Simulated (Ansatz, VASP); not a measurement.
# Si2C: VASP beside Ansatz

```
Si C
1.0
     6.21381    0.00000    0.00000
    -3.10691    5.38132    0.00000
     0.00000    0.00000    3.83907
Si C
6 3
Direct
  0.27069 0.31412 0.40462
  0.68588 0.95658 0.73795
  0.04342 0.72931 0.07128
  0.68588 0.72931 0.26205
  0.04342 0.31412 0.92872
  0.27069 0.95658 0.59538
  0.62755 0.37245 0.33333
  0.62755 0.25510 0.66667
  0.74490 0.37245 0.00000
```

Alike in both runs: functional PBE; k mesh 6 × 6 × 4; occupations gaussian, width 0.1 eV; no spin polarisation.

Ansatz relaxed the structure, and its values are those at the end. VASP's run is a single point on that final structure, the one shown.

```csv
,VASP,Ansatz
version,VASP 6.6.1,Ansatz 0.2.0
potentials or method,"VASP PAW PBE potentials, release 64 (Si, C), cutoff 520 eV","scalar-relativistic, plane waves, PAW"
valence electrons in the cell,36,36
```

|  | VASP | Ansatz | Ansatz less VASP |
| --- | --- | --- | --- |
| gap on the k mesh at the Fermi level (eV) | none | none | - |
| pressure (GPa) | 0.1 | 0.2 | +0.02 |
| rms of the force components (eV/Å) | 0.015 | 0.009 | -0.0062 |

A gap of «none» marks a metal or a gap that the smearing closes. The functional is the same, so the differences come from potentials, cutoffs and numerics.

The k mesh is coarse, so the values compare programs but aren't converged.
